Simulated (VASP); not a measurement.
Runs of VASP 6.6.1 on LiCl. The structure is that of space group Fm-3m (No. 225), or close to it. The cells are those of the table. 

```tsv
cell	gap on the mesh (eV)
a = 3.582, b = 3.582, c = 3.536 Å, angles 60.4, 60.4, 59.2°, 2 atoms	6.60
a = 3.536 Å, angles 60.0°, 2 atoms	6.80
a = 3.628, b = 3.628, c = 3.536 Å, angles 60.8, 60.8, 58.3°, 2 atoms	6.42
a = 3.491, b = 3.491, c = 3.536 Å, angles 59.6, 59.6, 60.9°, 2 atoms	6.83
a = 3.719, b = 3.719, c = 3.627 Å, angles 60.8, 60.8, 58.4°, 2 atoms	(a)
a = 3.808 Å, angles 60.0°, 2 atoms	(b)
```

Alike in all rows: task single point; level PBE; potentials or basis VASP PAW PBE potentials, release 64 (Li_sv, Cl); no spin polarisation; k mesh 8 × 8 × 8; cutoff (eV) 520; smearing gaussian 0.05 eV.

Fill in the values left out.

(a) 6.00; (b) 5.59.

A k mesh can miss the band edges.
